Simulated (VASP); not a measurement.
**PtS2: single point with PBE**

PtS2:

```
CELL_PARAMETERS angstrom
1.73914 1.00409 5.09587
-1.73914 1.00409 5.09587
0.00000 -2.00819 5.09587
ATOMIC_POSITIONS crystal
Pt 0.99737 0.99737 0.99737
S 0.42560 0.42560 0.42560
S 0.24369 0.24369 0.24369
```

```
Program                : VASP 6.6.1
Task                   : single point
Functional             : PBE
Potentials or basis    : VASP PAW PBE potentials, release 64 (Pt, S)
Cutoff                 : 520 eV
k mesh                 : 6 × 6 × 6
Occupations            : fermi-dirac, width 0.02 eV
Spin                   : no spin polarisation
Dipole correction      : no
Further INCAR settings : ALGO = Normal; EDIFF = 1e-06; NBANDS = 18
```

The pressure is 3.0 GPa, the largest force is 0.197 eV/Å and the band gap on the k mesh is zero (band 11 reaches 7.89 eV, above the bottom of band 12 at 7.48 eV).

Forces in eV/Å, atoms in the order of the input:
```
Pt   0.000  0.000  0.044
S    0.000  0.000  0.153
S    0.000  0.000 -0.197
```

Stress tensor (GPa, compression positive):
```
3.37 0.00 0.00
0.00 3.37 0.00
0.00 0.00 2.26
```

Levels at points of the mesh, in eV from the Fermi level:
```csv
k point,band 8,band 9,band 10,band 11,band 12,band 13,band 14,band 15
"(0.00, 0.00, 0.00)",-2.80,-0.26,-0.26,0.42,0.79,0.79,2.89,6.29
"(0.50, 0.00, 0.00)",-3.16,-2.47,-2.14,-1.49,0.52,1.14,3.65,5.55
"(0.50, 0.50, 0.00)",-3.46,-2.76,-2.14,-2.05,0.40,1.78,4.55,7.09
"(0.50, 0.50, 0.50)",-3.02,-1.92,0.15,0.15,0.39,0.39,3.43,7.02
```

It took 27 s on 1 thread of Intel(R) Xeon(R) 6975P-C (Granite Rapids), with other jobs on the host, peak memory 0.25 GiB.

Caveat: spin-orbit coupling is left out, which moves the levels of the heavy elements.
